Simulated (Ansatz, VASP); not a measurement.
# Two plane-wave programs on Tl

The input INCAR:

```
SYSTEM = Tl
ALGO = Fast ; EDIFF = 1E-7
ENCUT = 520 ; GGA = PE
ISIF = 2 ; ISMEAR = 0
IVDW = 12 ; LASPH = .True.
LCHARG = .False. ; LREAL = .False.
LWAVE = .False. ; NBANDS = 12
NELM = 60 ; PREC = Accurate
SIGMA = 0.15
```

KPOINTS

```
k-points
0
Gamma
  20 20 20
  0 0 0
```

The input POSCAR:

```
Tl
1.0
   -1.9410000000      1.9410000000      1.9410000000
    1.9410000000     -1.9410000000      1.9410000000
    1.9410000000      1.9410000000     -1.9410000000
Tl
1
Direct
    0.0000000000      0.0000000000      0.0000000000
```

Input for Ansatz:

```yaml
crystal:
  lattice:
    - [-1.941, 1.941, 1.941]
    - [1.941, -1.941, 1.941]
    - [1.941, 1.941, -1.941]
  atoms:
    - { symbol: Tl, position: [0.0, 0.0, 0.0] }
basis:
  ecutwfc: 420
kpoints:
  mp_grid: { grid: [20, 20, 20] }
hamiltonian:
  xc: pbe
  dispersion: d3bj
scf:
  occupations: { method: gaussian, width: 0.15 }
output:
  forces: true
  stress: true
  eigenvalues: true
```

Alike in both runs: task single point; functional PBE; dispersion D3(BJ); k mesh 20 × 20 × 20; occupations gaussian, width 0.15 eV; no spin polarisation.

|  | VASP | Ansatz |
| --- | --- | --- |
| version | VASP 6.6.1 | Ansatz 0.2.0 |
| potentials or method | VASP PAW PBE potentials, release 64 (Tl_d), cutoff 520 eV | scalar-relativistic, plane waves, PAW |
| valence electrons in the cell | 13 | 13 |

|  | VASP | Ansatz | Ansatz less VASP |
| --- | --- | --- | --- |
| gap on the k mesh at the Fermi level (eV) | none | none | - |
| pressure (GPa) | 0.3 | 0.4 | +0.06 |

A gap of «none» marks a metal or a gap that the smearing closes.

Spin-orbit coupling is off throughout.
